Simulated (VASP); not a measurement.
# BN (I-4m2) in VASP: a series of runs

The runs below take BN through single point, with PBEsol.

Everything below comes from runs of VASP 6.6.1. Logs are shortened: lines on timing, memory, paths and dates and some standing lists are left out, and cuts for length are marked.

**1. The cell of the first run**

The structure is tetragonal, space group I-4m2 (No. 119). Conventional cell: a = 2.531 Å, b = 2.531 Å, c = 3.615 Å, α = 90.00°, β = 90.00°, γ = 90.00°. Within 2.1 Å of B (site symmetry -4m2) lie 4 N at 1.55 Å. N (site symmetry -4m2) has 4 B at 1.55 Å within 2.1 Å.

**2. Single point, PBEsol (equal xx and yy strain of -1 %)**

INCAR

```
SYSTEM = BN
ALGO = Normal ; EDIFF = 1E-6
ENCUT = 520 ; GGA = PS
ISIF = 2 ; ISMEAR = -1
LASPH = .TRUE. ; LCHARG = .TRUE.
LELF = .TRUE. ; LREAL = .FALSE.
LVHAR = .TRUE. ; LWAVE = .FALSE.
NBANDS = 11 ; NELM = 80
PREC = Accurate ; SIGMA = 0.03
```

KPOINTS

```
k-points
0
G
  13 13 13
  0 0 0
```

POSCAR

```
BN
1.0
    0.0000000000      1.7894250000      1.8075000000
    1.7894250000      0.0000000000      1.8075000000
    1.7894250000      1.7894250000      0.0000000000
B N
1 1
Direct
    0.0000000000      0.0000000000      0.0000000000
    0.7500000000      0.7500000000      0.7500000000
```

Potentials or basis: VASP PAW PBE potentials, release 64 (B, N).

Launch:

```console
cat potpaw_PBE.64/B/POTCAR potpaw_PBE.64/N/POTCAR > POTCAR
mpirun -np 1 vasp_std > vasp.out
```

OUTCAR:

```text
SYSTEM = BN
   EDIFF = 1E-6
   ENCUT = 520
   GGA = PS
   ISIF = 2
   ISMEAR = -1
   LASPH = .TRUE.
   LREAL = .FALSE.
   NELM = 80
   PREC = Accurate

 ion  position               nearest neighbor table
   1  0.000  0.000  0.000-   2 1.55   2 1.55   2 1.55   2 1.55
   2  0.750  0.750  0.750-   1 1.55   1 1.55   1 1.55   1 1.55

  LATTYP: Found a body centered tetragonal cell.
 ALAT       =     2.5306291038
 C/A-ratio  =     1.4284985479

  Lattice vectors:

 A1 = (  -1.7894250000,   0.0000000000,   1.8075000000)
 A2 = (   1.7894250000,   0.0000000000,   1.8075000000)
 A3 = (   0.0000000000,   1.7894250000,  -1.8075000000)

Analysis of symmetry for initial positions (statically):
=====================================================================
 Subroutine PRICEL returns:
 Original cell was already a primitive cell.

 Routine SETGRP: Setting up the symmetry group for a
 body centered tetragonal supercell.

 Subroutine GETGRP returns: Found  8 space group operations
 (whereof  8 operations were pure point group operations)
 out of a pool of 16 trial point group operations.

The static configuration has the point symmetry D_2d.

Analysis of symmetry for dynamics (positions and initial velocities):
=====================================================================
 Subroutine PRICEL returns:
 Original cell was already a primitive cell.

 Routine SETGRP: Setting up the symmetry group for a
 body centered tetragonal supercell.

 Subroutine GETGRP returns: Found  8 space group operations
 (whereof  8 operations were pure point group operations)
 out of a pool of 16 trial point group operations.

The dynamic configuration has the point symmetry D_2d.

 Subroutine INISYM returns: Found  8 space group operations
 (whereof  8 operations are pure point group operations),
 and found     1 'primitive' translations

----------------------------------------------------------------------------------------

                                     Primitive cell

  volume of cell :      11.5754

  direct lattice vectors                    reciprocal lattice vectors
     0.000000000  1.789425000  1.807500000    -0.279419367  0.279419367  0.276625173
     1.789425000  0.000000000  1.807500000     0.279419367 -0.279419367  0.276625173
     1.789425000  1.789425000  0.000000000     0.279419367  0.279419367 -0.276625173

  length of vectors
     2.543442172  2.543442172  2.530629104     0.482360706  0.482360706  0.482360706

  position of ions in fractional coordinates (direct lattice)
     0.000000000  0.000000000  0.000000000
     0.750000000  0.750000000  0.750000000

  ion indices of the primitive-cell ions
   primitive index   ion index
                 1           1
                 2           2

----------------------------------------------------------------------------------------

 KPOINTS: k-points

Automatic generation of k-mesh.
 Grid dimensions read from file:
 generate k-points for:   13   13   13

 Generating k-lattice:

  Cartesian coordinates                     Fractional coordinates (reciprocal lattice)
    -0.021493797  0.021493797  0.021278859     0.076923077 -0.000000000  0.000000000
     0.021493797 -0.021493797  0.021278859    -0.000000000  0.076923077  0.000000000
     0.021493797  0.021493797 -0.021278859     0.000000000  0.000000000  0.076923077

  Length of vectors
     0.037104670  0.037104670  0.037104670

  Shift w.r.t. Gamma in fractional coordinates (k-lattice)
     0.000000000  0.000000000  0.000000000

 Subroutine IBZKPT returns following result:
 ===========================================

 Found    196 irreducible k-points:

 Following reciprocal coordinates:
            Coordinates               Weight
  0.000000  0.000000  0.000000      1.000000
  0.076923 -0.000000  0.000000      8.000000
  0.153846 -0.000000  0.000000      8.000000
  0.230769 -0.000000  0.000000      8.000000
  0.307692 -0.000000  0.000000      8.000000
  0.384615  0.000000  0.000000      8.000000
[... 16 lines left out ...]
  0.384615  0.153846  0.000000      8.000000
  0.461538  0.153846  0.000000      8.000000
 [... further k-points ...]
   k-points           NKPTS =    196   k-points in BZ     NKDIM =    196   number of bands    NBANDS=     11
   number of dos      NEDOS =    301   number of ions     NIONS =      2
   total plane-waves  NPLWV =   8000
   dimension x,y,z NGX =    20 NGY =   20 NGZ =   20
   dimension x,y,z NGXF=    40 NGYF=   40 NGZF=   40
   ions per type =               1   1
   NGX,Y,Z   is equivalent  to a cutoff of  13.07, 13.07, 13.14 a.u.
   NGXF,Y,Z  is equivalent  to a cutoff of  26.15, 26.15, 26.28 a.u.
 SYSTEM =  BN
   PREC   = accura    normal or accurate (medium, high low for compatibility)
   ISTART =      0    job   : 0-new  1-cont  2-samecut
   ICHARG =      2    charge: 1-file 2-atom 10-const
   ISPIN  =      1    spin polarized calculation?
   LNONCOLLINEAR =      F non collinear calculations
   LSORBIT =      F    spin-orbit coupling
   LASPH  =      T    aspherical Exc in radial PAW
   ENCUT  =  520.0 eV  38.22 Ry    6.18 a.u.   4.73  4.73  4.71*2*pi/ulx,y,z
   NELM   =     80;   NELMIN=  2; NELMDL= -5     # of ELM steps
   EDIFF  = 0.1E-05   stopping-criterion for ELM
   LREAL  =      F    real-space projection
   EDIFFG = 0.1E-04   stopping-criterion for IOM
   NSW    =      0    number of steps for IOM
   IBRION =     -1    ionic relax: 0-MD 1-quasi-New 2-CG
   NFREE  =      0    steps in history (QN), initial steepest desc. (CG)
   ISIF   =      2    stress and relaxation
   ISYM   =      2    0-nonsym 1-usesym 2-fastsym
   POTIM  = 0.5000    time-step for ionic-motion
   TEBEG  =    0.0;   TEEND  =   0.0 temperature during run
   PSTRESS=    0.0 pullay stress
   NELECT =       8.0000    total number of electrons
   NUPDOWN=      -1.0000    fix difference up-down
   EMIN   =  10.00;   EMAX   =-10.00  energy-range for DOS
   EFERMI =   0.00;   METHOD = LEGACY
   ISMEAR =    -1;   SIGMA  =   0.03  broadening in eV -4-tet -1-fermi 0-gaus
   EFERMI_NEDOS =   21; number of points for ismear=-14 and -15
   IALGO  =     38    algorithm
   IMIX   =      4    mixing-type and parameters
     AMIX     =   0.40;   BMIX     =  1.00
     AMIX_MAG =   1.60;   BMIX_MAG =  1.00
  volume/ion in A,a.u.               =       5.79        39.06
  Fermi-wavevector in a.u.,A,eV,Ry     =   1.447415  2.735218 28.504343  2.095010
  Thomas-Fermi vector in A             =   2.565372
   LORBIT       =      0    0 simple, 1 ext, 2 COOP (PROOUT), +10 PAW based schemes
   GGA     = PS    functional components
   LHFCALC =     F    Hartree Fock is set to
   AEXX    =    0.0000 exact exchange contribution
   IVDW    =     0    specifies the selected vdW correction
   LEPSILON=     F    determine dielectric tensor
   LRPA    =     F    only Hartree local field effects (RPA)
 non-spin polarized calculation
  energy-cutoff  :      520.00
  volume of cell :       11.58
 maximum number of plane-waves:       331
   NGX =  9   NGY =  9   NGZ =  9

 number of electron       7.9999998 magnetization

 Free energy of the ion-electron system (eV)
  ---------------------------------------------------
  ext. energy  EPLUGINS =         0.00000000
  ---------------------------------------------------
  free energy    TOTEN  =       -18.34233183 eV

  energy without entropy =      -18.34233183  energy(sigma->0) =      -18.34233183

 E-fermi :   8.3408     XC(G=0): -13.1147

 val. band max:        7.6467318236   @ k =   0.0000   0.0000   0.0000
 cond. band min:      11.9304621491   @ k =   0.4615   0.0000   0.4615
 fundamental gap:      4.2837303255
 Fermi energy:         8.3407545214

 k-point     1 :       0.0000    0.0000    0.0000
  band No.  band energies     occupation
      1     -12.8714      2.00000
      2       7.5444      2.00000
      3       7.6467      2.00000
      4       7.6467      2.00000
      5      16.4459      0.00000
      6      16.4459      0.00000
      7      16.5166      0.00000
      8      18.2057      0.00000
      9      32.5017      0.00000
     10      35.2697      0.00000
     11      35.6153      0.00000

 k-point     2 :       0.0769   -0.0000    0.0000
  band No.  band energies     occupation
      1     -12.7241      2.00000
      2       6.8061      2.00000
      3       7.4182      2.00000
      4       7.4901      2.00000
      5      16.6440      0.00000
      6      16.6900      0.00000
      7      16.7624      0.00000
      8      18.6842      0.00000
      9      32.2557      0.00000
     10      33.1683      0.00000
     11      33.5667      0.00000

 k-point     3 :       0.1538   -0.0000    0.0000
  band No.  band energies     occupation
      1     -12.2867      2.00000
      2       4.9072      2.00000
      3       7.0074      2.00000
      4       7.0992      2.00000
      5      16.9837      0.00000
      6      17.2800      0.00000
      7      17.3273      0.00000
      8      19.8541      0.00000
      9      31.5424      0.00000
     10      31.7725      0.00000
     11      31.9472      0.00000

 k-point     4 :       0.2308   -0.0000    0.0000
  band No.  band energies     occupation
      1     -11.5745      2.00000
      2       2.6070      2.00000
      3       6.5148      2.00000
      4       6.6283      2.00000
      5      17.3028      0.00000
      6      17.8994      0.00000
      7      17.9117      0.00000
      8      21.0901      0.00000
      9      30.9841      0.00000
     10      31.2331      0.00000
     11      31.3020      0.00000
[... 239 lines left out ...]
 k-point    22 :       0.3077    0.1538    0.0000
  band No.  band energies     occupation
      1     -10.8096      2.00000
      2       1.9966      2.00000
      3       5.0545      2.00000
      4       5.3760      2.00000
      5      15.8745      0.00000
      6      19.7063      0.00000
      7      20.1991      0.00000
      8      20.5547      0.00000
      9      26.8602      0.00000
     10      34.1137      0.00000
     11      35.5296      0.00000

 k-point    23 :       0.3846    0.1538    0.0000
  band No.  band energies     occupation
      1      -9.8287      2.00000
      2      -0.0784      2.00000
      3       4.7693      2.00000
      4       4.8121      2.00000
      5      16.2720      0.00000
      6      19.8458      0.00000
      7      20.4024      0.00000
      8      21.3376      0.00000
      9      27.8321      0.00000
     10      33.9014      0.00000
     11      35.7977      0.00000

 k-point    24 :       0.4615    0.1538    0.0000
  band No.  band energies     occupation
      1      -8.7949      2.00000
      2      -1.8521      2.00000
      3       4.1883      2.00000
      4       4.7868      2.00000
      5      16.5808      0.00000
      6      19.8297      0.00000
      7      20.2649      0.00000
      8      22.4898      0.00000
      9      28.5088      0.00000
     10      34.0447      0.00000
     11      35.8196      0.00000

 [... further k-points ...]

------------------------ aborting loop because EDIFF is reached ----------------------------------------

  FORCE on cell =-STRESS in cart. coord.  units (eV):
  Direction    XX          YY          ZZ          XY          YZ          ZX
  --------------------------------------------------------------------------------------
  -------------------------------------------------------------------------------------
  Total        0.5522490      0.5522490      0.0975757      0.0000000     -0.0000000      0.0000000
  in kB       76.4381620     76.4381620     13.5057009      0.0000000     -0.0000000      0.0000000
  external PRESSURE =      55.4606749 kB  Pullay stress =       0.0000000 kB

 VOLUME and BASIS-vectors are now :
 -----------------------------------------------------------------------------
  energy-cutoff  :      520.00
  volume of cell :       11.58
      direct lattice vectors                 reciprocal lattice vectors
     0.000000000  1.789425000  1.807500000    -0.279419367  0.279419367  0.276625173
     1.789425000  0.000000000  1.807500000     0.279419367 -0.279419367  0.276625173
     1.789425000  1.789425000  0.000000000     0.279419367  0.279419367 -0.276625173

 POSITION                                       TOTAL-FORCE (eV/Angst)
 -----------------------------------------------------------------------------------
      0.00000      0.00000      0.00000        -0.000000     -0.000000     -0.000000
      2.68414      2.68414      2.71125         0.000000      0.000000      0.000000
 -----------------------------------------------------------------------------------
    total drift:                                0.000000      0.000000     -0.000001

  FREE ENERGIE OF THE ION-ELECTRON SYSTEM (eV)
  ---------------------------------------------------
  free  energy   TOTEN  =       -18.3423318292 eV

  energy  without entropy=      -18.3423318292  energy(sigma->0) =      -18.34233183
```

Wall time 28 s (1 thread of AMD EPYC 7R13, shared host); peak memory 0.11 GiB.

Results:

```
Free energy            : -18.3423 eV
Pressure               : 5.5 GPa
Band gap on the k mesh : 4.28 eV, indirect (least direct gap 8.80 eV)
```

Levels at points of the mesh, in eV from the valence-band top:
```csv
k point,band 2,band 3,band 4,band 5,band 6,band 7
"(0.00, 0.00, 0.00)",-0.10,0.00,0.00,8.80,8.80,8.87
```

Caveat: the cell differs from its parent crystal (equal xx and yy strain of -1 %); the PAW data sets were made with another functional, which shifts forces and pressure a little.

**3. Single point, PBEsol (equal xx and yy strain of +1 %)**

INCAR

```
PREC = Accurate
ENCUT = 520
EDIFF = 1E-6
ISMEAR = -1
SIGMA = 0.03
LREAL = F
LASPH = T
NELM = 100
ALGO = Normal
ISIF = 2
LWAVE = F
LCHARG = T
GGA = PS
LELF = T
LVHAR = T
NBANDS = 11
```

KPOINTS

```
Automatic mesh
0
Gamma
  13 13 13
```

POSCAR

```
BN
1.0
    0.0000000000      1.8255750000      1.8075000000
    1.8255750000      0.0000000000      1.8075000000
    1.8255750000      1.8255750000      0.0000000000
B N
1 1
Direct
    0.0000000000      0.0000000000      0.0000000000
    0.7500000000      0.7500000000      0.7500000000
```

Potentials or basis: VASP PAW PBE potentials, release 64 (B, N).

Launch:

```console
cat potpaw_PBE.64/B/POTCAR potpaw_PBE.64/N/POTCAR > POTCAR
mpirun -np 1 vasp_std > vasp.out
```

Wall time 33 s (1 thread of AMD EPYC 7R13, shared host); peak memory 0.11 GiB.

The run converged. Its results:

- Free energy: -18.3365 eV
- Pressure: -9.6 GPa
- Band gap on the k mesh: 4.16 eV, indirect (least direct gap 8.56 eV)

Stress tensor (GPa, compression positive):
```
-11.56   0.00   0.00
  0.00 -11.56   0.00
  0.00   0.00  -5.72
```

Levels at points of the mesh, in eV from the valence-band top:
```csv
k point,band 1,band 2,band 3,band 4,band 5,band 6,band 7,band 8
"(0.00, 0.00, 0.00)",-20.09,-0.10,-0.10,0.00,8.56,8.63,8.63,9.88
```

Caveat: the cell differs from its parent crystal (equal xx and yy strain of +1 %); the PAW data sets were made with another functional, which shifts forces and pressure a little. A k mesh can miss the band edges.

**4. Single point, PBEsol (equal xx and yy strain of +2 %)**

INCAR

```
  PREC = Accurate
  ENCUT = 520
  EDIFF = 1E-6
  ISMEAR = -1
  SIGMA = 0.03
  LREAL = F
  LASPH = T
  NELM = 80
  ALGO = Normal
  ISIF = 2
  LWAVE = F
  LCHARG = T
  GGA = PS
  LELF = T
  LVHAR = T
  NBANDS = 11
```

KPOINTS is that of step 3.

POSCAR

```
BN
1.0
    0.0000000000      1.8436500000      1.8075000000
    1.8436500000      0.0000000000      1.8075000000
    1.8436500000      1.8436500000      0.0000000000
B N
1 1
Direct
    0.0000000000      0.0000000000      0.0000000000
    0.7500000000      0.7500000000      0.7500000000
```

Launch:

```console
cat potpaw_PBE.64/B/POTCAR potpaw_PBE.64/N/POTCAR > POTCAR
mpirun -np 1 vasp_std > vasp.out
```

It took 35 s on 1 thread of AMD EPYC 7R13, shared host; peak memory 0.11 GiB.

The run converged. Its results:

```
Free energy            : -18.3132 eV
Pressure               : -16.3 GPa
Band gap on the k mesh : 3.97 eV, indirect (least direct gap 8.37 eV)
```

Stress tensor (GPa, compression positive):
```
-20.04   0.00   0.00
  0.00 -20.04   0.00
  0.00   0.00  -8.80
```

Levels at points of the mesh, in eV from the valence-band top:
```csv
k point,band 1,band 2,band 3,band 4,band 5,band 6,band 7,band 8
"(0.00, 0.00, 0.00)",-19.93,-0.18,-0.18,0.00,8.37,8.50,8.50,9.51
```

Caveat: the cell differs from its parent crystal (equal xx and yy strain of +2 %); the PAW data sets were made with another functional, which shifts forces and pressure a little. A k mesh can miss the band edges.

**5. The runs side by side**

| cell | gap on the mesh (eV) | pressure (GPa) |
| --- | --- | --- |
| a = 2.543, b = 2.543, c = 2.531 Å, angles 60.2, 60.2, 59.7°, 2 atoms | 4.28 | 5.5 |
| a = 2.569, b = 2.569, c = 2.582 Å, angles 59.8, 59.8, 60.3°, 2 atoms | 4.16 | -9.6 |
| a = 2.582, b = 2.582, c = 2.607 Å, angles 59.7, 59.7, 60.7°, 2 atoms | 3.97 | -16.3 |

Alike in all rows: task single point; level PBEsol; potentials or basis VASP PAW PBE potentials, release 64 (B, N); no spin polarisation; k mesh 13 × 13 × 13; cutoff (eV) 520; smearing fermi-dirac 0.03 eV.

Caveats: the PAW data sets were made with another functional, which shifts forces and pressure a little.

Absolute energies hang on the potentials; compare differences alone.
